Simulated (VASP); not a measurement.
A run of VASP 6.6.1 is set up as follows.

The input INCAR:

```
PREC = Accurate ; ENCUT = 520
EDIFF = 1E-7 ; ISMEAR = 0
SIGMA = 0.05 ; LREAL = F
LASPH = T ; NELM = 80
ALGO = Normal ; ISIF = 2
LWAVE = F ; LCHARG = F
GGA = PS ; NBANDS = 16
```

The input KPOINTS:

```
Automatic mesh
0
Gamma
  9 9 6
```

Contents of POSCAR:

```
MgO
1.0
    3.3034677759      0.0000000000      0.0000000000
   -1.6517338880      2.8608870145      0.0000000000
    0.0000000000      0.0000000000      5.0193881071
Mg O
2 2
Direct
    0.3270415784      0.6540831568      0.0036583441
    0.6729584216      0.3459168432      0.5036583441
    0.3391702056      0.6783404112      0.4009416559
    0.6608297944      0.3216595888      0.9009416559
```

Potentials or basis: VASP PAW PBE potentials, release 64 (Mg, O).

Command:

```console
$ cat potpaw_PBE.64/Mg/POTCAR potpaw_PBE.64/O/POTCAR > POTCAR
$ mpirun -np 1 vasp_std > vasp.out
```

(1) Estimate the band gap on the k mesh.

(2) Estimate the largest force.

(3) Estimate the pressure.

Answers

(1) 3.35 eV, direct.

(2) 0.115 eV/Å.

(3) -0.3 GPa.

Caveat: the cell differs from its parent crystal (mode 4 frozen in at -0.000 Å and mode 5 at -0.036 Å (largest displacements)); the PAW data sets were made with another functional, which shifts forces and pressure a little.
